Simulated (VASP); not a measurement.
## SiC: single point with PBEsol

The system is SiC.

```xyz
2
Lattice="0.0000 2.1537 2.1537 2.1537 0.0000 2.1537 2.0699 2.0699 0.0839" Properties=species:S:1:pos:R:3 pbc="T T T"
Si    0.0000    0.0000    0.0000
C     3.1677    3.1677    3.2935
```

```
Program                : VASP 6.6.1
Task                   : single point
Functional             : PBEsol
Potentials or basis    : VASP PAW PBE potentials, release 64 (Si, C)
Cutoff                 : 520 eV
k mesh                 : 12 × 12 × 12
Occupations            : gaussian, width 0.05 eV
Spin                   : no spin polarisation
Dipole correction      : no
Further INCAR settings : ALGO = Normal; EDIFF = 1e-06; NBANDS = 11
```

* Pressure: 26.9 GPa
* Largest force: 1.219 eV/Å
* Band gap on the k mesh: 0.84 eV, indirect (least direct gap 4.08 eV)

Forces in eV/Å, atoms in the order of the input:
```
Si  -0.704 -0.704  0.704
C    0.704  0.704 -0.704
```

Stress tensor (GPa, compression positive):
```
 26.89  14.82 -14.82
 14.82  26.89 -14.82
-14.82 -14.82  26.89
```

Levels at points of the mesh, in eV from the valence-band top:
| k point | band 2 | band 3 | band 4 | band 5 | band 6 | band 7 |
| --- | --- | --- | --- | --- | --- | --- |
| (0.00, 0.00, 0.00) | -0.37 | -0.37 | 0.00 | 6.46 | 7.20 | 7.20 |
| (0.50, 0.00, 0.00) | -9.43 | -1.22 | -1.13 | 6.22 | 7.03 | 8.04 |
| (0.50, 0.50, 0.00) | -8.38 | -3.98 | -3.24 | 0.84 | 4.41 | 14.43 |
| (0.00, 0.00, 0.50) | -9.21 | -1.69 | -1.69 | 5.12 | 6.73 | 6.73 |

It took 16 s on 1 thread of Intel Xeon 6975P-C (shared host), peak memory 0.16 GiB.

Caveat: the PAW data sets were made with another functional, which shifts forces and pressure a little. A k mesh can miss the band edges.
